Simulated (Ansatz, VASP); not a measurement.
## One calculation of Al4B3P, two programs

```xyz
8
Lattice="5.2573 0.0000 0.0000 -2.6286 4.5529 0.0000 0.0000 0.0000 4.7260" Properties=species:S:1:pos:R:3 pbc="T T T"
Al    2.6286    0.0000    0.0000
Al   -1.3143    2.2765    0.0000
Al    1.3143    2.2765    0.0000
Al    0.0000    0.0000    0.0000
B     2.6286    0.0000    2.3630
B    -1.3143    2.2765    2.3630
B     1.3143    2.2765    2.3630
P     0.0000    0.0000    2.3630
```

Alike in both runs: functional PBE; k mesh 4 × 4 × 3; occupations gaussian, width 0.2 eV; no spin polarisation.

Ansatz relaxed the structure, and its values are those at the end. VASP's run is a single point on that final structure, the one shown.

|  | VASP | Ansatz |
| --- | --- | --- |
| version | VASP 6.6.1 | Ansatz 0.2.0 |
| potentials or method | VASP PAW PBE potentials, release 64 (Al, B, P), cutoff 500 eV | scalar-relativistic, plane waves, PAW |
| valence electrons in the cell | 26 | 26 |

```tsv
	VASP	Ansatz	Ansatz less VASP
gap on the k mesh at the Fermi level (eV)	none	none	-
pressure (GPa)	-0.2	-0.2	+0.03
```

A gap of «none» marks a metal or a gap that the smearing closes. The functional is the same, so the differences come from potentials, cutoffs and numerics.

The k mesh is coarse, so the values compare programs but aren't converged.
